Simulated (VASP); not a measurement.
# LiF (P6_3mc) in VASP: single point with HSE06

Aim: the single point of LiF with HSE06.

All numbers are computed with VASP 6.6.1; they aren't measurements. Logs are shortened: lines on timing, memory, paths and dates and some standing lists are left out, and cuts for length are marked.

## 1. The cell of the first run

The structure is hexagonal, space group P6_3mc (No. 186). The conventional cell has a = 3.081 Å, b = 3.081 Å, c = 4.785 Å, α = 90.00°, β = 90.00°, γ = 120.00°. Within 2.5 Å of Li (site symmetry 3m) lie 4 F at 1.86 to 1.87 Å. F (site symmetry 3m) has 4 Li at 1.86 to 1.87 Å within 2.5 Å.

## 2. Single point, HSE06

POSCAR

```
LiF
1.0
    3.0810519536      0.0000000000      0.0000000000
   -1.5405259768      2.6682692622      0.0000000000
    0.0000000000      0.0000000000      4.7852337566
Li F
2 2
Direct
    0.3333333333      0.6666666667      0.3824388611
    0.6666666667      0.3333333333      0.8824388611
    0.3333333333      0.6666666667      0.9925591389
    0.6666666667      0.3333333333      0.4925591389
```

INCAR.step1

```
SYSTEM = LiF
  ALGO = Normal
  EDIFF = 1E-5
  ENCUT = 520
  GGA = PE
  ISIF = 2
  ISMEAR = 0
  LASPH = .TRUE.
  LCHARG = .FALSE.
  LREAL = .FALSE.
  LWAVE = .TRUE.
  NBANDS = 18
  NELM = 80
  PREC = Accurate
  SIGMA = 0.01
```

INCAR.step2

```
SYSTEM = LiF
  ALGO = Normal
  EDIFF = 1E-6
  ENCUT = 520
  GGA = PE
  HFSCREEN = 0.2079
  ISIF = 2
  ISMEAR = 0
  ISTART = 1
  LASPH = .TRUE.
  LCHARG = .FALSE.
  LHFCALC = .TRUE.
  LREAL = .FALSE.
  LWAVE = .FALSE.
  NBANDS = 18
  NELM = 80
  PREC = Accurate
  PRECFOCK = Normal
  SIGMA = 0.01
```

KPOINTS

```
k-points
0
G
  6 6 4
  0 0 0
```

Potentials or basis: VASP PAW PBE potentials, release 64 (Li_sv, F).

Command:

```
cat potpaw_PBE.64/Li_sv/POTCAR potpaw_PBE.64/F/POTCAR > POTCAR
cp INCAR.step1 INCAR
mpirun -np 1 vasp_std > vasp.out
cp INCAR.step2 INCAR
mpirun -np 1 vasp_std > vasp.out
```

OUTCAR:

```text
SYSTEM = LiF
   EDIFF = 1E-6
   ENCUT = 520
   GGA = PE
   HFSCREEN = 0.2079
   ISIF = 2
   ISMEAR = 0
   ISTART = 1
   LASPH = .TRUE.
   LHFCALC = .TRUE.
   LREAL = .FALSE.
   NELM = 80
   PREC = Accurate
   PRECFOCK = Normal

 ion  position               nearest neighbor table
   1  0.333  0.667  0.382-   4 1.86   4 1.86   4 1.86   3 1.87
   2  0.667  0.333  0.882-   3 1.86   3 1.86   3 1.86   4 1.87
   3  0.333  0.667  0.993-   2 1.86   2 1.86   2 1.86   1 1.87
   4  0.667  0.333  0.493-   1 1.86   1 1.86   1 1.86   2 1.87

  LATTYP: Found a hexagonal cell.
 ALAT       =     3.0810519536
 C/A-ratio  =     1.5531168668

  Lattice vectors:

 A1 = (   3.0810519536,   0.0000000000,   0.0000000000)
 A2 = (  -1.5405259768,   2.6682692622,   0.0000000000)
 A3 = (   0.0000000000,   0.0000000000,   4.7852337566)

Analysis of symmetry for initial positions (statically):
=====================================================================
 Subroutine PRICEL returns:
 Original cell was already a primitive cell.

 Routine SETGRP: Setting up the symmetry group for a
 hexagonal supercell.

 Subroutine GETGRP returns: Found 12 space group operations
 (whereof  6 operations were pure point group operations)
 out of a pool of 24 trial point group operations.

The static configuration has the point symmetry C_3v.
 The point group associated with its full space group is C_6v.

Analysis of symmetry for dynamics (positions and initial velocities):
=====================================================================
 Subroutine PRICEL returns:
 Original cell was already a primitive cell.

 Routine SETGRP: Setting up the symmetry group for a
 hexagonal supercell.

 Subroutine GETGRP returns: Found 12 space group operations
 (whereof  6 operations were pure point group operations)
 out of a pool of 24 trial point group operations.

The dynamic configuration has the point symmetry C_3v.
 The point group associated with its full space group is C_6v.

 Subroutine INISYM returns: Found 12 space group operations
 (whereof  6 operations are pure point group operations),
 and found     1 'primitive' translations

----------------------------------------------------------------------------------------

                                     Primitive cell

  volume of cell :      39.3398

  direct lattice vectors                    reciprocal lattice vectors
     3.081051954  0.000000000  0.000000000     0.324564472  0.187387385  0.000000000
    -1.540525977  2.668269262  0.000000000     0.000000000  0.374774770  0.000000000
     0.000000000  0.000000000  4.785233757     0.000000000  0.000000000  0.208976207

  length of vectors
     3.081051954  3.081051954  4.785233757     0.374774770  0.374774770  0.208976207

  position of ions in fractional coordinates (direct lattice)
     0.333333333  0.666666667  0.382438861
     0.666666667  0.333333333  0.882438861
     0.333333333  0.666666667  0.992559139
     0.666666667  0.333333333  0.492559139

  ion indices of the primitive-cell ions
   primitive index   ion index
                 1           1
                 2           2
                 3           3
                 4           4

----------------------------------------------------------------------------------------

 KPOINTS: k-points

Automatic generation of k-mesh.
 Grid dimensions read from file:
 generate k-points for:    6    6    4

 Generating k-lattice:

  Cartesian coordinates                     Fractional coordinates (reciprocal lattice)
     0.054094079  0.031231231  0.000000000     0.166666667 -0.000000000  0.000000000
     0.000000000  0.062462462  0.000000000     0.000000000  0.166666667  0.000000000
     0.000000000  0.000000000  0.052244052     0.000000000  0.000000000  0.250000000

  Length of vectors
     0.062462462  0.062462462  0.052244052

  Shift w.r.t. Gamma in fractional coordinates (k-lattice)
     0.000000000  0.000000000  0.000000000

 Subroutine IBZKPT returns following result:
 ===========================================

 Found     21 irreducible k-points:

 Following reciprocal coordinates:
            Coordinates               Weight
  0.000000  0.000000  0.000000      1.000000
  0.166667 -0.000000  0.000000      6.000000
  0.333333  0.000000  0.000000      6.000000
  0.500000 -0.000000  0.000000      3.000000
  0.166667  0.166667  0.000000      6.000000
  0.333333  0.166667  0.000000     12.000000
[... 13 lines left out ...]
  0.333333  0.166667  0.500000     12.000000
  0.333333  0.333333  0.500000      2.000000
   k-points           NKPTS =     21   k-points in BZ     NKDIM =    144   number of bands    NBANDS=     18
   number of dos      NEDOS =    301   number of ions     NIONS =      4
   total plane-waves  NPLWV =  20736
   dimension x,y,z NGX =    24 NGY =   24 NGZ =   36
   dimension x,y,z NGXF=    48 NGYF=   48 NGZF=   72
   ions per type =               2   2
   NGX,Y,Z   is equivalent  to a cutoff of  12.95, 12.95, 12.51 a.u.
   NGXF,Y,Z  is equivalent  to a cutoff of  25.90, 25.90, 25.01 a.u.
 SYSTEM =  LiF
   PREC   = accura    normal or accurate (medium, high low for compatibility)
   ISTART =      1    job   : 0-new  1-cont  2-samecut
   ICHARG =      0    charge: 1-file 2-atom 10-const
   ISPIN  =      1    spin polarized calculation?
   LNONCOLLINEAR =      F non collinear calculations
   LSORBIT =      F    spin-orbit coupling
   LASPH  =      T    aspherical Exc in radial PAW
   ENCUT  =  520.0 eV  38.22 Ry    6.18 a.u.   5.73  5.73  8.90*2*pi/ulx,y,z
   NELM   =     80;   NELMIN=  2; NELMDL=  0     # of ELM steps
   EDIFF  = 0.1E-05   stopping-criterion for ELM
   LREAL  =      F    real-space projection
   EDIFFG = 0.1E-04   stopping-criterion for IOM
   NSW    =      0    number of steps for IOM
   IBRION =     -1    ionic relax: 0-MD 1-quasi-New 2-CG
   NFREE  =      0    steps in history (QN), initial steepest desc. (CG)
   ISIF   =      2    stress and relaxation
   ISYM   =      3    0-nonsym 1-usesym 2-fastsym
   POTIM  = 0.5000    time-step for ionic-motion
   TEBEG  =    0.0;   TEEND  =   0.0 temperature during run
   PSTRESS=    0.0 pullay stress
   NELECT =      20.0000    total number of electrons
   NUPDOWN=      -1.0000    fix difference up-down
   EMIN   =  10.00;   EMAX   =-10.00  energy-range for DOS
   EFERMI =   0.00;   METHOD = LEGACY
   ISMEAR =     0;   SIGMA  =   0.01  broadening in eV -4-tet -1-fermi 0-gaus
   EFERMI_NEDOS =   21; number of points for ismear=-14 and -15
   IALGO  =     38    algorithm
   IMIX   =      1    mixing-type and parameters
     AMIX     =   0.40;   BMIX     =  1.00
     AMIX_MAG =   1.60;   BMIX_MAG =  1.00
  volume/ion in A,a.u.               =       9.83        66.37
  Fermi-wavevector in a.u.,A,eV,Ry     =   1.306595  2.469106 23.227725  1.707190
  Thomas-Fermi vector in A             =   2.437386
   LORBIT       =      0    0 simple, 1 ext, 2 COOP (PROOUT), +10 PAW based schemes
   GGA     = PE    functional components
   LHFCALC =     T    Hartree Fock is set to
   PRECFOCK=normal    Normal, Fast or Accurate (Low or Medium for compatibility)
   ENCUT4O =  -1.0   cutoff for four orbital integrals eV
   NKREDX  =     1    reduce k-point grid by
   NKREDY  =     1    reduce k-point grid by
   NKREDZ  =     1    reduce k-point grid by
   AEXX    =    0.2500 exact exchange contribution
   HFSCREEN=    0.2079 screening length (either q_TF or 0.3 A-1)
   HFSCREENC=   0.2079 screening length for correlation (either q_TF or 0.3 A-1)
   ENCUTFOCK=  -1.0 apply spherical cutoff to Coloumb kernel
   IVDW    =     0    specifies the selected vdW correction
   LEPSILON=     F    determine dielectric tensor
   LRPA    =     F    only Hartree local field effects (RPA)
 non-spin polarized calculation
 Gauss-broadening in eV      SIGMA  =   0.01
  energy-cutoff  :      520.00
  volume of cell :       39.34
 maximum number of plane-waves:      1085
 NGX is ok and might be reduce to    24
  NGX = 18; NGY = 18; NGZ = 28

 number of electron      20.0000014 magnetization

 Free energy of the ion-electron system (eV)
  ---------------------------------------------------
  ext. energy  EPLUGINS =         0.00000000
  ---------------------------------------------------
  free energy    TOTEN  =       -22.75941913 eV

  energy without entropy =      -22.75941913  energy(sigma->0) =      -22.75941913

 E-fermi :  -4.0184     XC(G=0):  -7.2960

 val. band max:       -4.1122662251   @ k =   0.0000   0.0000   0.0000
 cond. band min:       5.8886299867   @ k =   0.0000   0.0000   0.0000
 fundamental gap:     10.0008962118
 Fermi energy:        -4.0184169318

 k-point     1 :       0.0000    0.0000    0.0000
  band No.  band energies     occupation
      1     -46.5776      2.00000
      2     -46.5317      2.00000
      3     -25.1615      2.00000
      4     -24.8982      2.00000
      5      -6.4053      2.00000
      6      -4.6561      2.00000
[... 10 lines left out ...]
     17      18.0720      0.00000
     18      19.0053      0.00000

 k-point     2 :       0.1667   -0.0000    0.0000
  band No.  band energies     occupation
      1     -46.5688      2.00000
      2     -46.5283      2.00000
      3     -25.1243      2.00000
      4     -24.8916      2.00000
      5      -6.2588      2.00000
      6      -4.9564      2.00000
[... 10 lines left out ...]
     17      18.3707      0.00000
     18      18.4816      0.00000

 k-point     3 :       0.3333    0.0000    0.0000
  band No.  band energies     occupation
      1     -46.5496      2.00000
      2     -46.5232      2.00000
      3     -25.0384      2.00000
      4     -24.8888      2.00000
      5      -6.0557      2.00000
      6      -5.4725      2.00000
[... 10 lines left out ...]
     17      17.9987      0.00000
     18      19.0217      0.00000

 k-point     4 :       0.5000   -0.0000    0.0000
  band No.  band energies     occupation
      1     -46.5378      2.00000
      2     -46.5228      2.00000
      3     -24.9792      2.00000
      4     -24.9026      2.00000
      5      -6.2269      2.00000
      6      -5.4420      2.00000
[... 10 lines left out ...]
     17      17.6952      0.00000
     18      19.5647      0.00000

 k-point     5 :       0.1667    0.1667    0.0000
  band No.  band energies     occupation
      1     -46.5547      2.00000
      2     -46.5241      2.00000
      3     -25.0623      2.00000
      4     -24.8872      2.00000
      5      -6.0172      2.00000
      6      -5.5113      2.00000
[... 10 lines left out ...]
     17      18.8069      0.00000
     18      19.2151      0.00000

 k-point     6 :       0.3333    0.1667    0.0000
  band No.  band energies     occupation
      1     -46.5378      2.00000
      2     -46.5227      2.00000
      3     -24.9821      2.00000
      4     -24.8987      2.00000
      5      -6.1386      2.00000
      6      -5.6175      2.00000
[... 244 lines left out ...]
 k-point    18 :       0.5000   -0.0000    0.5000
  band No.  band energies     occupation
      1     -46.5303      2.00000
      2     -46.5303      2.00000
      3     -24.9439      2.00000
      4     -24.9439      2.00000
      5      -6.0108      2.00000
      6      -6.0108      2.00000
[... 10 lines left out ...]
     17      18.2611      0.00000
     18      18.2611      0.00000

 k-point    19 :       0.1667    0.1667    0.5000
  band No.  band energies     occupation
      1     -46.5394      2.00000
      2     -46.5394      2.00000
      3     -24.9790      2.00000
      4     -24.9790      2.00000
      5      -5.6239      2.00000
      6      -5.6239      2.00000
[... 10 lines left out ...]
     17      18.3651      0.00000
     18      18.3651      0.00000

 k-point    20 :       0.3333    0.1667    0.5000
  band No.  band energies     occupation
      1     -46.5303      2.00000
      2     -46.5303      2.00000
      3     -24.9436      2.00000
      4     -24.9436      2.00000
      5      -5.8799      2.00000
      6      -5.8799      2.00000
[... 10 lines left out ...]
     17      18.8180      0.00000
     18      18.8180      0.00000

 k-point    21 :       0.3333    0.3333    0.5000
  band No.  band energies     occupation
      1     -46.5272      2.00000
      2     -46.5272      2.00000
      3     -24.9316      2.00000
      4     -24.9316      2.00000
      5      -5.7577      2.00000
      6      -5.7577      2.00000
[... 10 lines left out ...]
     17      19.7638      0.00000
     18      19.7638      0.00000

------------------------ aborting loop because EDIFF is reached ----------------------------------------

  FORCE on cell =-STRESS in cart. coord.  units (eV):
  Direction    XX          YY          ZZ          XY          YZ          ZX
  --------------------------------------------------------------------------------------
  -------------------------------------------------------------------------------------
  Total        0.2100978      0.2100978      0.2442523     -0.0000000      0.0000000      0.0000000
  in kB        8.5565795      8.5565795      9.9475776     -0.0000000      0.0000000      0.0000000
  external PRESSURE =       9.0202455 kB  Pullay stress =       0.0000000 kB

 VOLUME and BASIS-vectors are now :
 -----------------------------------------------------------------------------
  energy-cutoff  :      520.00
  volume of cell :       39.34
      direct lattice vectors                 reciprocal lattice vectors
     3.081051954  0.000000000  0.000000000     0.324564472  0.187387385  0.000000000
    -1.540525977  2.668269262  0.000000000     0.000000000  0.374774770  0.000000000
     0.000000000  0.000000000  4.785233757     0.000000000  0.000000000  0.208976207

 POSITION                                       TOTAL-FORCE (eV/Angst)
 -----------------------------------------------------------------------------------
     -0.00000      1.77885      1.83006        -0.000000      0.000000     -0.003807
      1.54053      0.88942      4.22268         0.000000     -0.000000     -0.003807
     -0.00000      1.77885      4.74963         0.000000     -0.000000      0.003807
      1.54053      0.88942      2.35701        -0.000000     -0.000000      0.003807
 -----------------------------------------------------------------------------------
    total drift:                                0.000001      0.000000     -0.008494

  FREE ENERGIE OF THE ION-ELECTRON SYSTEM (eV)
  ---------------------------------------------------
  free  energy   TOTEN  =       -22.7594191312 eV

  energy  without entropy=      -22.7594191312  energy(sigma->0) =      -22.75941913
```

It took 23 min on 1 thread of Intel Xeon Platinum 8375C at 2.90GHz (Ice Lake), shared host; peak memory 0.26 GiB.

What came out:

```yaml
Free_energy: -22.7594 eV
Largest_force: 0.004 eV/Å
Band_gap_on_the_k_mesh: 10.00 eV
```

Forces on the atoms (eV/Å):
```
Li   0.000  0.000 -0.004
Li   0.000  0.000 -0.004
F    0.000  0.000  0.004
F    0.000  0.000  0.004
```

Caveat: the cutoff is under 1.25 times the usual one of these potentials, so pressure, stress and relaxed cells hold a basis-set (Pulay) error; the PAW data sets were made with another functional, which shifts forces and pressure a little. A k mesh can miss the band edges.
